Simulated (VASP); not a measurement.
# Mn2ZnAs2 (P-3m1) in VASP: electric field gradients with PBEsol

Aim: the electric field gradients of Mn2ZnAs2 with PBEsol.

Program: VASP 6.6.1. These are calculated values, not measurements. Logs are shortened: lines on timing, memory, paths and dates and some standing lists are left out, and cuts for length are marked.

## 1. The cell of the first run

Symmetry: P-3m1, No. 164, trigonal system. The conventional cell has a = 4.099 Å, b = 4.099 Å, c = 6.572 Å, α = 90.00°, β = 90.00°, γ = 120.00°. Mn (site symmetry 3m) has 4 As at 2.46 to 2.50 Å and 3 Mn at 2.88 Å within 3.3 Å. Zn (site symmetry -3m) has 6 As at 2.88 Å and 6 Mn at 3.41 Å within 3.8 Å. Within 3.3 Å of As (site symmetry 3m) lie 4 Mn at 2.46 to 2.50 Å and 3 Zn at 2.88 Å.

## 2. Electric field gradients, PBEsol, collinear spin, ferromagnetic start

Input file INCAR:

```
ALGO = Normal
EDIFF = 1E-8
ENCUT = 400
GGA = PS
GGA_COMPAT = F
ISIF = 2
ISMEAR = -1
ISPIN = 2
LASPH = T
LCHARG = F
LEFG = T
LMAXMIX = 4
LORBIT = 11
LREAL = F
LWAVE = F
MAGMOM = 5 5 0 0 0
NBANDS = 36
NELM = 200
PREC = Accurate
SIGMA = 0.05
```

Input file KPOINTS:

```
k-points
0
Gamma
  9 9 5
```

Input file POSCAR:

```
Mn2ZnAs2
1.0
    4.0990008097      0.0000000000      0.0000000000
   -2.0495004048      3.5498388313      0.0000000000
    0.0000000000      0.0000000000      6.5720000000
Mn Zn As
2 1 2
Direct
    0.3333333333      0.6666666667      0.3746239324
    0.6666666667      0.3333333333      0.6253760676
    0.0000000000      0.0000000000      0.0000000000
    0.3333333333      0.6666666667      0.7493838150
    0.6666666667      0.3333333333      0.2506161850
```

Potentials or basis: VASP PAW PBE potentials, release 64 (Mn_pv, Zn, As).

The run is started by

```
> cat potpaw_PBE.64/Mn_pv/POTCAR potpaw_PBE.64/Zn/POTCAR potpaw_PBE.64/As/POTCAR > POTCAR
> mpirun -np 1 vasp_std > vasp.out
```

OUTCAR:

```text
EDIFF = 1E-8
   ENCUT = 400
   GGA = PS
   ISIF = 2
   ISMEAR = -1
   ISPIN = 2
   LASPH = T
   LORBIT = 11
   LREAL = F
   NELM = 200
   PREC = Accurate

 ion  position               nearest neighbor table
   1  0.333  0.667  0.375-   4 2.46   5 2.50   5 2.50   5 2.50   2 2.88   2 2.88   2 2.88
   2  0.667  0.333  0.625-   5 2.46   4 2.50   4 2.50   4 2.50   1 2.88   1 2.88   1 2.88
   3  0.000  0.000  0.000-   4 2.88   5 2.88   4 2.88   5 2.88   5 2.88   4 2.88
   4  0.333  0.667  0.749-   1 2.46   2 2.50   2 2.50   2 2.50   3 2.88   3 2.88   3 2.88
   5  0.667  0.333  0.251-   2 2.46   1 2.50   1 2.50   1 2.50   3 2.88   3 2.88   3 2.88

  LATTYP: Found a hexagonal cell.
 ALAT       =     4.0990008097
 C/A-ratio  =     1.6033175657

  Lattice vectors:

 A1 = (   4.0990008097,   0.0000000000,   0.0000000000)
 A2 = (  -2.0495004048,   3.5498388313,   0.0000000000)
 A3 = (   0.0000000000,   0.0000000000,   6.5720000000)

Analysis of symmetry for initial positions (statically):
=====================================================================
 Subroutine PRICEL returns:
 Original cell was already a primitive cell.

 Routine SETGRP: Setting up the symmetry group for a
 hexagonal supercell.

 Subroutine GETGRP returns: Found 12 space group operations
 (whereof 12 operations were pure point group operations)
 out of a pool of 24 trial point group operations.

The static configuration has the point symmetry D_3d.

Analysis of symmetry for dynamics (positions and initial velocities):
=====================================================================
 Subroutine PRICEL returns:
 Original cell was already a primitive cell.

 Routine SETGRP: Setting up the symmetry group for a
 hexagonal supercell.

 Subroutine GETGRP returns: Found 12 space group operations
 (whereof 12 operations were pure point group operations)
 out of a pool of 24 trial point group operations.

The dynamic configuration has the point symmetry D_3d.

Analysis of structural, dynamic, and magnetic symmetry:
=====================================================================
 Subroutine PRICEL returns:
 Original cell was already a primitive cell.

 Routine SETGRP: Setting up the symmetry group for a
 hexagonal supercell.

 Subroutine GETGRP returns: Found 12 space group operations
 (whereof 12 operations were pure point group operations)
 out of a pool of 24 trial point group operations.

The overall configuration has the point symmetry D_3d.

 Subroutine INISYM returns: Found 12 space group operations
 (whereof 12 operations are pure point group operations),
 and found     1 'primitive' translations

----------------------------------------------------------------------------------------

                                     Primitive cell

  volume of cell :      95.6278

  direct lattice vectors                    reciprocal lattice vectors
     4.099000810  0.000000000  0.000000000     0.243961894  0.140851465  0.000000000
    -2.049500405  3.549838831  0.000000000     0.000000000  0.281702930  0.000000000
     0.000000000  0.000000000  6.572000000     0.000000000  0.000000000  0.152160682

  length of vectors
     4.099000810  4.099000810  6.572000000     0.281702930  0.281702930  0.152160682

  position of ions in fractional coordinates (direct lattice)
     0.333333333  0.666666667  0.374623932
     0.666666667  0.333333333  0.625376068
     0.000000000  0.000000000  0.000000000
     0.333333333  0.666666667  0.749383815
     0.666666667  0.333333333  0.250616185

  ion indices of the primitive-cell ions
   primitive index   ion index
                 1           1
                 2           2
                 3           3
                 4           4
                 5           5

----------------------------------------------------------------------------------------

 KPOINTS: k-points

Automatic generation of k-mesh.
 Grid dimensions read from file:
 generate k-points for:    9    9    5

 Generating k-lattice:

  Cartesian coordinates                     Fractional coordinates (reciprocal lattice)
     0.027106877  0.015650163  0.000000000     0.111111111  0.000000000  0.000000000
     0.000000000  0.031300326  0.000000000     0.000000000  0.111111111  0.000000000
     0.000000000  0.000000000  0.030432136     0.000000000  0.000000000  0.200000000

  Length of vectors
     0.031300326  0.031300326  0.030432136

  Shift w.r.t. Gamma in fractional coordinates (k-lattice)
     0.000000000  0.000000000  0.000000000

 Subroutine IBZKPT returns following result:
 ===========================================

 Found     50 irreducible k-points:

 Following reciprocal coordinates:
            Coordinates               Weight
  0.000000  0.000000  0.000000      1.000000
  0.111111 -0.000000  0.000000      6.000000
  0.222222  0.000000  0.000000      6.000000
  0.333333  0.000000  0.000000      6.000000
  0.444444  0.000000  0.000000      6.000000
  0.111111  0.111111  0.000000      6.000000
[... 16 lines left out ...]
  0.222222  0.111111  0.200000     12.000000
 -0.111111  0.333333  0.200000     12.000000
 [... further k-points ...]
   k-points           NKPTS =     50   k-points in BZ     NKDIM =     50   number of bands    NBANDS=     36
   number of dos      NEDOS =    301   number of ions     NIONS =      5
   total plane-waves  NPLWV =  37632
   dimension x,y,z NGX =    28 NGY =   28 NGZ =   48
   dimension x,y,z NGXF=    56 NGYF=   56 NGZF=   96
   ions per type =               2   1   2
   NGX,Y,Z   is equivalent  to a cutoff of  11.36, 11.36, 12.14 a.u.
   NGXF,Y,Z  is equivalent  to a cutoff of  22.71, 22.71, 24.28 a.u.
 SYSTEM =  unknown system
   PREC   = accura    normal or accurate (medium, high low for compatibility)
   ISTART =      0    job   : 0-new  1-cont  2-samecut
   ICHARG =      2    charge: 1-file 2-atom 10-const
   ISPIN  =      2    spin polarized calculation?
   LNONCOLLINEAR =      F non collinear calculations
   LSORBIT =      F    spin-orbit coupling
   LASPH  =      T    aspherical Exc in radial PAW
   ENCUT  =  400.0 eV  29.40 Ry    5.42 a.u.   6.68  6.68 10.72*2*pi/ulx,y,z
   NELM   =    200;   NELMIN=  2; NELMDL= -5     # of ELM steps
   EDIFF  = 0.1E-07   stopping-criterion for ELM
   LREAL  =      F    real-space projection
   EDIFFG = 0.1E-06   stopping-criterion for IOM
   NSW    =      0    number of steps for IOM
   IBRION =     -1    ionic relax: 0-MD 1-quasi-New 2-CG
   NFREE  =      0    steps in history (QN), initial steepest desc. (CG)
   ISIF   =      2    stress and relaxation
   ISYM   =      2    0-nonsym 1-usesym 2-fastsym
   POTIM  = 0.5000    time-step for ionic-motion
   TEBEG  =    0.0;   TEEND  =   0.0 temperature during run
   PSTRESS=    0.0 pullay stress
   NELECT =      48.0000    total number of electrons
   NUPDOWN=      -1.0000    fix difference up-down
   EMIN   =  10.00;   EMAX   =-10.00  energy-range for DOS
   EFERMI =   0.00;   METHOD = LEGACY
   ISMEAR =    -1;   SIGMA  =   0.05  broadening in eV -4-tet -1-fermi 0-gaus
   EFERMI_NEDOS =   21; number of points for ismear=-14 and -15
   IALGO  =     38    algorithm
   IMIX   =      4    mixing-type and parameters
     AMIX     =   0.40;   BMIX     =  1.00
     AMIX_MAG =   1.60;   BMIX_MAG =  1.00
  volume/ion in A,a.u.               =      19.13       129.07
  Fermi-wavevector in a.u.,A,eV,Ry     =   1.301050  2.458627 23.030990  1.692730
  Thomas-Fermi vector in A             =   2.432209
   LORBIT       =     11    0 simple, 1 ext, 2 COOP (PROOUT), +10 PAW based schemes
   GGA     = PS    functional components
   LHFCALC =     F    Hartree Fock is set to
   AEXX    =    0.0000 exact exchange contribution
   IVDW    =     0    specifies the selected vdW correction
   LEPSILON=     F    determine dielectric tensor
   LRPA    =     F    only Hartree local field effects (RPA)
 spin polarized calculation
  energy-cutoff  :      400.00
  volume of cell :       95.63
 maximum number of plane-waves:      1761
 NGX is ok and might be reduce to    28
   NGX = 13   NGY = 13   NGZ = 21

 number of electron      48.0000000 magnetization      10.0000000

 number of electron      47.9999988 magnetization       6.4967279

 Free energy of the ion-electron system (eV)
  ---------------------------------------------------
  ext. energy  EPLUGINS =         0.00000000
  ---------------------------------------------------
  free energy    TOTEN  =       -30.12407458 eV

  energy without entropy =      -30.08101626  energy(sigma->0) =      -30.10254542

 E-fermi :   4.5903     XC(G=0): -10.6017

 val. band max:        4.5817928109   @ k =   0.0000   0.2222   0.4000
 cond. band min:       4.5904743260   @ k =  -0.2222  -0.4444   0.4000
 fundamental gap:      0.0086815151
 Fermi energy:         4.5903354439

 spin component 1

 k-point     1 :       0.0000    0.0000    0.0000
  band No.  band energies     occupation
      1     -44.8290      1.00000
      2     -44.8290      1.00000
      3     -44.7944      1.00000
      4     -44.7944      1.00000
      5     -44.7193      1.00000
      6     -44.6878      1.00000
[... 925 lines left out ...]
     35      10.8148      0.00000
     36      11.7641      0.00000

 [... further k-points ...]

 spin component 2

 k-point     1 :       0.0000    0.0000    0.0000
  band No.  band energies     occupation
      1     -41.5623      1.00000
      2     -41.5261      1.00000
      3     -41.4632      1.00000
      4     -41.4632      1.00000
      5     -41.4228      1.00000
      6     -41.4228      1.00000
[... 925 lines left out ...]
     35      11.4670      0.00000
     36      12.2943      0.00000

 [... further k-points ...]
[... 5 lines left out ...]
  --------------------------------------------------------------------------------------
  -------------------------------------------------------------------------------------
  Total       -4.6887227     -4.6887227     -4.7235356     -0.0000000     -0.0000000     -0.0000000
  in kB      -78.5562845    -78.5562845    -79.1395509     -0.0000000     -0.0000000     -0.0000000
  external PRESSURE =     -78.7507066 kB  Pullay stress =       0.0000000 kB

 VOLUME and BASIS-vectors are now :
 -----------------------------------------------------------------------------
  energy-cutoff  :      400.00
  volume of cell :       95.63
      direct lattice vectors                 reciprocal lattice vectors
     4.099000810  0.000000000  0.000000000     0.243961894  0.140851465  0.000000000
    -2.049500405  3.549838831  0.000000000     0.000000000  0.281702930  0.000000000
     0.000000000  0.000000000  6.572000000     0.000000000  0.000000000  0.152160682

 POSITION                                       TOTAL-FORCE (eV/Angst)
 -----------------------------------------------------------------------------------
     -0.00000      2.36656      2.46203        -0.000000      0.000000      0.049187
      2.04950      1.18328      4.10997        -0.000000     -0.000000     -0.049187
      0.00000      0.00000      0.00000        -0.000000      0.000000      0.000000
     -0.00000      2.36656      4.92495         0.000000      0.000000     -0.130316
      2.04950      1.18328      1.64705         0.000000     -0.000000      0.130316
 -----------------------------------------------------------------------------------
    total drift:                               -0.000000      0.000000      0.000000

  FREE ENERGIE OF THE ION-ELECTRON SYSTEM (eV)
  ---------------------------------------------------
  free  energy   TOTEN  =       -30.1240745795 eV

  energy  without entropy=      -30.0810162576  energy(sigma->0) =      -30.10254542

 Electric field gradients (V/A^2)
---------------------------------------------------------------------
 ion       V_xx      V_yy      V_zz      V_xy      V_xz      V_yz
---------------------------------------------------------------------
   1      -0.740    -0.747     1.487    -0.006    -0.000     0.000
   2      -0.740    -0.747     1.487    -0.006    -0.000     0.000
   3      -0.150    -0.150     0.300    -0.001    -0.000     0.000
   4      -3.444    -3.444     6.889     0.000     0.000    -0.000
   5      -3.444    -3.444     6.889     0.000     0.000    -0.000
---------------------------------------------------------------------

 Electric field gradients after diagonalization (V/A^2)
 (convention: |V_zz| > |V_xx| > |V_yy|)
----------------------------------------------------------------------
 ion       V_xx      V_yy      V_zz     asymmetry (V_yy - V_xx)/ V_zz
----------------------------------------------------------------------
   1      -0.750    -0.737     1.487       0.009
   2      -0.750    -0.737     1.487       0.009
   3      -0.151    -0.149     0.300       0.005
   4      -3.444    -3.444     6.889       0.000
   5      -3.444    -3.444     6.889       0.000
----------------------------------------------------------------------

           NMR quadrupolar parameters

 Cq : quadrupolar parameter    Cq=e*Q*V_zz/h
 eta: asymmetry parameters     (V_yy - V_xx)/ V_zz
 Q  : nuclear electric quadrupole moment in mb (millibarn)
----------------------------------------------------------------------
 ion       Cq(MHz)       eta       Q (mb)
----------------------------------------------------------------------
   1       0.004       0.009       1.000
   2       0.004       0.009       1.000
   3       0.001       0.005       1.000
   4       0.017       0.000       1.000
   5       0.017       0.000       1.000
----------------------------------------------------------------------

 total charge

# of ion       s       p       d       tot
------------------------------------------
    1        0.293   6.220   5.066  11.579
    2        0.293   6.220   5.066  11.579
    3        0.573   0.249   9.754  10.576
    4        1.232   1.506   0.049   2.787
    5        1.232   1.506   0.049   2.787
--------------------------------------------------
tot          3.623  15.701  19.984  39.308

 magnetization (x)

# of ion       s       p       d       tot
------------------------------------------
    1        0.032   0.022   3.110   3.165
    2        0.032   0.022   3.110   3.165
    3        0.038  -0.002   0.001   0.037
    4        0.009  -0.121   0.010  -0.102
    5        0.009  -0.121   0.010  -0.102
--------------------------------------------------
tot          0.121  -0.200   6.242   6.163
```

It took 2.1 min on 1 thread of Intel Xeon 6975P-C (Granite Rapids), shared host; peak memory 0.33 GiB.

Results:

* Free energy: -30.1241 eV
* Pressure: -7.9 GPa
* Largest force: 0.130 eV/Å
* Net moment: 6.50 μB per cell
* Site moments: Mn +3.17; Zn +0.04; As -0.10 μB
* Valence electrons inside the program's atomic spheres: Mn 11.58; Zn 10.58; As 2.79

Forces in eV/Å, atoms in the order of the input:
```
Mn   0.000  0.000  0.049
Mn   0.000  0.000 -0.049
Zn   0.000  0.000  0.000
As   0.000  0.000 -0.130
As   0.000  0.000  0.130
```

Electric field gradients, principal values (V/Å²):
| atom | least | middle | greatest (by size) |
| --- | --- | --- | --- |
| 1 Mn | -0.737 | -0.750 | 1.487 |
| 2 Mn | -0.737 | -0.750 | 1.487 |
| 3 Zn | -0.149 | -0.151 | 0.300 |
| 4 As | -3.444 | -3.444 | 6.889 |
| 5 As | -3.444 | -3.444 | 6.889 |

Caveat: without QUAD_EFG the Cq values of the log hold for a quadrupole moment of 1 mb, not for the nuclei; the PAW data sets were made with another functional, which shifts forces and pressure a little; only a ferromagnetic start was run, and an antiferromagnetic order may lie lower in energy.
